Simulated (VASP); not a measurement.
# Mg (P6/mmm) in VASP: notebook

The runs below take Mg through single point, with PBE.

Program: VASP 6.6.1. These are calculated values, not measurements. Logs are shortened: lines on timing, memory, paths and dates and some standing lists are left out, and cuts for length are marked.

## 1. The cell of the first run

Symmetry: P6/mmm, No. 191, hexagonal system. Conventional cell: a = 5.066 Å, b = 5.066 Å, c = 3.123 Å, α = 90.00°, β = 90.00°, γ = 120.00°. Within 3.9 Å of Mg (site symmetry -6m2) lie 11 Mg at 2.93 to 3.32 Å. Mg (site symmetry 6/mmm) has 14 Mg at 3.12 to 3.32 Å within 4.1 Å.

This isn't the form of Mg at room conditions, which is hcp.

## 2. Single point, PBE

Input file INCAR:

```
  PREC = Accurate
  ENCUT = 520
  EDIFF = 1E-6
  ISMEAR = 0
  SIGMA = 0.1
  LREAL = False
  LASPH = True
  NELM = 60
  ALGO = Normal
  ISIF = 2
  LWAVE = False
  LCHARG = True
  GGA = PE
  LELF = True
  LVHAR = True
  NBANDS = 10
```

Input file KPOINTS:

```
regular mesh
0
Gamma
  6 6 4
```

Input file POSCAR:

```
Mg
1.0
    5.0664647597      0.0000000000      0.0000000000
   -2.5332323799      4.3876871893      0.0000000000
    0.0000000000      0.0000000000      3.1234016204
Mg
3
Direct
    0.3333333333      0.6666666667      0.5000000000
    0.0000000000      0.0000000000      0.0000000000
    0.6666666667      0.3333333333      0.5000000000
```

Potentials or basis: VASP PAW PBE potentials, release 64 (Mg).

Command:

```console
$ cat potpaw_PBE.64/Mg/POTCAR > POTCAR
$ mpirun -np 1 vasp_std > vasp.out
```

OUTCAR:

```text
PREC = Accurate
   ENCUT = 520
   EDIFF = 1E-6
   ISMEAR = 0
   LREAL = False
   LASPH = True
   NELM = 60
   ISIF = 2
   GGA = PE

 ion  position               nearest neighbor table
   1  0.333  0.667  0.500-   3 2.93   3 2.93   3 2.93   2 3.32   2 3.32   2 3.32   2 3.32   2 3.32
                             2 3.32
   2  0.000  0.000  0.000-   1 3.32   3 3.32   1 3.32   3 3.32   3 3.32   3 3.32   1 3.32   1 3.32
                             3 3.32   3 3.32   1 3.32   1 3.32
   3  0.667  0.333  0.500-   1 2.93   1 2.93   1 2.93   2 3.32   2 3.32   2 3.32   2 3.32   2 3.32
                             2 3.32

  LATTYP: Found a hexagonal cell.
 ALAT       =     5.0664647597
 C/A-ratio  =     0.6164854131

  Lattice vectors:

 A1 = (   5.0664647597,   0.0000000000,   0.0000000000)
 A2 = (  -2.5332323799,   4.3876871893,   0.0000000000)
 A3 = (   0.0000000000,   0.0000000000,   3.1234016204)

Analysis of symmetry for initial positions (statically):
=====================================================================
 Subroutine PRICEL returns:
 Original cell was already a primitive cell.

 Routine SETGRP: Setting up the symmetry group for a
 hexagonal supercell.

 Subroutine GETGRP returns: Found 24 space group operations
 (whereof 24 operations were pure point group operations)
 out of a pool of 24 trial point group operations.

The static configuration has the point symmetry D_6h.

Analysis of symmetry for dynamics (positions and initial velocities):
=====================================================================
 Subroutine PRICEL returns:
 Original cell was already a primitive cell.

 Routine SETGRP: Setting up the symmetry group for a
 hexagonal supercell.

 Subroutine GETGRP returns: Found 24 space group operations
 (whereof 24 operations were pure point group operations)
 out of a pool of 24 trial point group operations.

The dynamic configuration has the point symmetry D_6h.

 Subroutine INISYM returns: Found 24 space group operations
 (whereof 24 operations are pure point group operations),
 and found     1 'primitive' translations

----------------------------------------------------------------------------------------

                                     Primitive cell

  volume of cell :      69.4334

  direct lattice vectors                    reciprocal lattice vectors
     5.066464760  0.000000000  0.000000000     0.197376287  0.113955252  0.000000000
    -2.533232380  4.387687189  0.000000000     0.000000000  0.227910504  0.000000000
     0.000000000  0.000000000  3.123401620     0.000000000  0.000000000  0.320163758

[... 91 lines left out ...]
   PSTRESS=    0.0 pullay stress
   NELECT =       6.0000    total number of electrons
   NUPDOWN=      -1.0000    fix difference up-down
   EMIN   =  10.00;   EMAX   =-10.00  energy-range for DOS
   EFERMI =   0.00;   METHOD = LEGACY
   ISMEAR =     0;   SIGMA  =   0.10  broadening in eV -4-tet -1-fermi 0-gaus
   EFERMI_NEDOS =   21; number of points for ismear=-14 and -15
   IALGO  =     38    algorithm
   IMIX   =      4    mixing-type and parameters
     AMIX     =   0.40;   BMIX     =  1.00
     AMIX_MAG =   1.60;   BMIX_MAG =  1.00
  volume/ion in A,a.u.               =      23.14       156.19
  Fermi-wavevector in a.u.,A,eV,Ry     =   0.723773  1.367733  7.127377  0.523847
  Thomas-Fermi vector in A             =   1.814074
   LORBIT       =      0    0 simple, 1 ext, 2 COOP (PROOUT), +10 PAW based schemes
   GGA     = PE    functional components
   LHFCALC =     F    Hartree Fock is set to
   AEXX    =    0.0000 exact exchange contribution
   IVDW    =     0    specifies the selected vdW correction
   LEPSILON=     F    determine dielectric tensor
   LRPA    =     F    only Hartree local field effects (RPA)
 non-spin polarized calculation
 Gauss-broadening in eV      SIGMA  =   0.10
  energy-cutoff  :      520.00
  volume of cell :       69.43
 maximum number of plane-waves:      1886
 NGX is ok and might be reduce to    40
   NGX = 19   NGY = 19   NGZ = 11

 number of electron       6.0000000 magnetization

 Free energy of the ion-electron system (eV)
  ---------------------------------------------------
  ext. energy  EPLUGINS =         0.00000000
  ---------------------------------------------------
  free energy    TOTEN  =        -4.43614318 eV

  energy without entropy =       -4.43017568  energy(sigma->0) =       -4.43315943

 E-fermi :   2.5980     XC(G=0):  -8.4652

 val. band max:        2.5563962056   @ k =   0.3333   0.3333   0.5000
 cond. band min:       2.6422828328   @ k =   0.5000   0.0000   0.2500
 fundamental gap:      0.0858866272
 Fermi energy:         2.5980271658

 k-point     1 :       0.0000    0.0000    0.0000
  band No.  band energies     occupation
      1      -4.3065      2.00000
      2       2.9011      0.00002
      3       2.9011      0.00002
      4       2.9537      0.00000
      5       2.9537      0.00000
      6       4.0396      0.00000
      7       4.1219      0.00000
      8      10.2162      0.00000
      9      10.7553      0.00000
     10      15.9821      0.00000
[... 248 lines left out ...]
 k-point    21 :       0.3333    0.3333    0.5000
  band No.  band energies     occupation
      1       1.4881      2.00000
      2       1.9326      2.00000
      3       1.9326      2.00000
      4       2.0330      2.00000
      5       2.0330      2.00000
      6       2.5564      1.44397
      7       8.2904      0.00000
      8       9.0671      0.00000
      9       9.0671      0.00000
     10       9.7746      0.00000

------------------------ aborting loop because EDIFF is reached ----------------------------------------

  FORCE on cell =-STRESS in cart. coord.  units (eV):
  Direction    XX          YY          ZZ          XY          YZ          ZX
  --------------------------------------------------------------------------------------
  -------------------------------------------------------------------------------------
  Total        0.0473228      0.0473228     -0.1055601     -0.0000000     -0.0000000      0.0000000
  in kB        1.0919742      1.0919742     -2.4358012     -0.0000000     -0.0000000      0.0000000
  external PRESSURE =      -0.0839509 kB  Pullay stress =       0.0000000 kB

 VOLUME and BASIS-vectors are now :
 -----------------------------------------------------------------------------
  energy-cutoff  :      520.00
  volume of cell :       69.43
      direct lattice vectors                 reciprocal lattice vectors
     5.066464760  0.000000000  0.000000000     0.197376287  0.113955252  0.000000000
    -2.533232380  4.387687189  0.000000000     0.000000000  0.227910504  0.000000000
     0.000000000  0.000000000  3.123401620     0.000000000  0.000000000  0.320163758

 POSITION                                       TOTAL-FORCE (eV/Angst)
 -----------------------------------------------------------------------------------
     -0.00000      2.92512      1.56170        -0.000000     -0.000000      0.000000
      0.00000      0.00000      0.00000        -0.000000      0.000000      0.000000
      2.53323      1.46256      1.56170         0.000000      0.000000     -0.000000
 -----------------------------------------------------------------------------------
    total drift:                                0.000000     -0.000000      0.000000

  FREE ENERGIE OF THE ION-ELECTRON SYSTEM (eV)
  ---------------------------------------------------
  free  energy   TOTEN  =        -4.4361431773 eV

  energy  without entropy=       -4.4301756762  energy(sigma->0) =       -4.43315943
```

OSZICAR:

```text
N       E                     dE             d eps       ncg     rms          rms(c)
DAV:   1     0.206201835437E+01    0.20620E+01   -0.21443E+03   420   0.436E+02
DAV:   2    -0.431745859489E+01   -0.63795E+01   -0.61755E+01   550   0.431E+01
DAV:   3    -0.446028698133E+01   -0.14283E+00   -0.14227E+00   538   0.538E+00
DAV:   4    -0.446090545284E+01   -0.61847E-03   -0.61837E-03   536   0.404E-01
DAV:   5    -0.446091088295E+01   -0.54301E-05   -0.54299E-05   530   0.385E-02    0.116E+00
DAV:   6    -0.444914217497E+01    0.11769E-01   -0.94573E-04   498   0.264E-01    0.744E-01
DAV:   7    -0.443612621049E+01    0.13016E-01   -0.42177E-03   448   0.467E-01    0.415E-02
DAV:   8    -0.443614527229E+01   -0.19062E-04   -0.24706E-05   554   0.331E-02    0.954E-03
DAV:   9    -0.443614349533E+01    0.17770E-05   -0.23956E-06   476   0.792E-03    0.754E-04
DAV:  10    -0.443614317727E+01    0.31806E-06   -0.62327E-08   270   0.944E-04
   1 F= -.44361432E+01 E0= -.44331594E+01  d E =-.596750E-02
```

stdout:

```text
POSCAR found type information on POSCAR Mg
 POSCAR found :  1 types and       3 ions
 scaLAPACK will be used
 LDA part: xc-table for (Slater+PW92), standard interpolation
 POSCAR, INCAR and KPOINTS ok, starting setup
 FFT: planning ... GRIDC
 FFT: planning ... GRID_SOFT
 FFT: planning ... GRID
 WAVECAR not read
 entering main loop
```

It took 15 s on 1 thread of Intel Xeon 8259CL, shared host; peak memory 0.18 GiB.

Results:

* Free energy: -4.4361 eV
* Pressure: 0.0 GPa
* Band gap on the k mesh: zero (bands 3 and 4 overlap by 4.40 eV)

Stress tensor (GPa, compression positive):
```
 0.11  0.00  0.00
 0.00  0.11  0.00
 0.00  0.00 -0.24
```

Caveat: the k points lie up to 0.50 Å⁻¹ apart, too coarse for converged energies and pressures of a metal.

## 3. Single point, PBE

This run uses another cell than the first one, of 21.49 Å³/atom.

Input file INCAR:

```
  PREC = Accurate
  ENCUT = 520
  EDIFF = 1E-6
  ISMEAR = 0
  SIGMA = 0.1
  LREAL = F
  LASPH = T
  NELM = 80
  ALGO = Normal
  ISIF = 2
  LWAVE = F
  LCHARG = F
  GGA = PE
  NBANDS = 10
```

Input file KPOINTS:

```
Automatic mesh
0
Gamma
  6 6 6
```

Input file POSCAR:

```
Mg
1.0
    4.4365570432      0.0000000000      0.0000000000
   -2.2182785216      3.8421711047      0.0000000000
    0.0000000000      0.0000000000      3.7818211707
Mg
3
Direct
    0.3333333333      0.6666666667      0.5000000000
    0.0000000000      0.0000000000      0.0000000000
    0.6666666667      0.3333333333      0.5000000000
```

Potentials or basis: VASP PAW PBE potentials, release 64 (Mg).

Command:

```console
$ cat potpaw_PBE.64/Mg/POTCAR > POTCAR
$ mpirun -np 1 vasp_std > vasp.out
```

It took 17 s on 1 thread of Intel Xeon 8259CL, shared host; peak memory 0.18 GiB.

The run converged. Its results:

```yaml
Free_energy: -3.3324 eV
Pressure: 8.1 GPa
Band_gap_on_the_k_mesh: zero (bands 3 and 4 overlap by 5.05 eV)
```

Stress tensor (GPa, compression positive):
```
14.57  0.00  0.00
 0.00 14.57  0.00
 0.00  0.00 -4.95
```

Levels at points of the mesh, in eV from the Fermi level:
```tsv
k point	band 1	band 2	band 3	band 4	band 5	band 6
(0.00, 0.00, 0.00)	-7.15	1.81	1.81	2.00	2.00	2.46
(0.50, 0.00, 0.00)	-4.65	-4.63	-0.34	0.86	4.64	4.67
(0.00, 0.00, 0.50)	-4.96	-4.09	3.47	3.47	3.89	3.89
(0.50, 0.00, 0.50)	-2.56	-2.43	-1.73	-1.57	1.47	2.65
```

Caveat: the cell stands under pressure.
